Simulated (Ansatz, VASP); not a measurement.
Two plane-wave programs on Si

The input INCAR:

```
PREC = Accurate
ENCUT = 600
EDIFF = 1E-6
ISMEAR = 0
SIGMA = 0.1
LREAL = F
LASPH = T
NELM = 80
ALGO = Normal
ISIF = 3
LWAVE = F
LCHARG = F
GGA = PE
IBRION = 2
NSW = 100
EDIFFG = -0.01
```

Contents of KPOINTS:

```
Automatic mesh
0
Gamma
  12 12 12
```

File POSCAR:

```
Si
1.0
    2.3098592028     -3.9603131121      0.0000000000
    2.3098592028      3.9603131121      0.0000000000
    0.0000000000      0.0000000000      3.6873195308
Si
4
Direct
    0.1479665787      0.8520334213      0.1306639422
    0.6479665787      0.3520334213      0.3693360578
    0.8520334213      0.1479665787      0.8693360578
    0.3520334213      0.6479665787      0.6306639422
```

Input for Ansatz:

```yaml
crystal:
  lattice:
    - [2.3098592028, -3.9603131121, 0.0]
    - [2.3098592028, 3.9603131121, 0.0]
    - [0.0, 0.0, 3.6873195308]
  atoms:
    - { symbol: Si, position: [0.1479665787, 0.8520334213, 0.1306639422] }
    - { symbol: Si, position: [0.6479665787, 0.3520334213, 0.3693360578] }
    - { symbol: Si, position: [0.8520334213, 0.1479665787, 0.8693360578] }
    - { symbol: Si, position: [0.3520334213, 0.6479665787, 0.6306639422] }
basis:
  ecutwfc: 420
kpoints:
  mp_grid: { grid: [12, 12, 12] }
hamiltonian:
  xc: pbe
scf:
  occupations: { method: gaussian, width: 0.1 }
output:
  forces: true
  stress: true
  eigenvalues: true
relax:
  adjacent_minimum: "off"
  f_tol: 0.01
  max_steps: 80
  cell: { stress_tol: 0.05 }
```

Alike in both runs: task relaxation of cell and atoms; functional PBE; k mesh 12 × 12 × 12; occupations gaussian, width 0.1 eV; no spin polarisation.

|  | VASP | Ansatz |
| --- | --- | --- |
| version | VASP 6.6.1 | Ansatz 0.2.0 |
| potentials or method | VASP PAW PBE potentials, release 64 (Si), cutoff 600 eV | scalar-relativistic, plane waves, PAW |
| valence electrons in the cell | 16 | 16 |

|  | VASP | Ansatz | Ansatz less VASP |
| --- | --- | --- | --- |
| gap on the k mesh at the Fermi level, each at its own relaxed structure (eV) | none | none | - |
| relaxed volume (Å³/atom) | 16.95 | 16.97 | +0.013 |
| relaxed cell length with the largest relative difference (Å) | 3.744 | 3.744 | -0.0006 |

A gap of «none» marks a metal or a gap that the smearing closes.
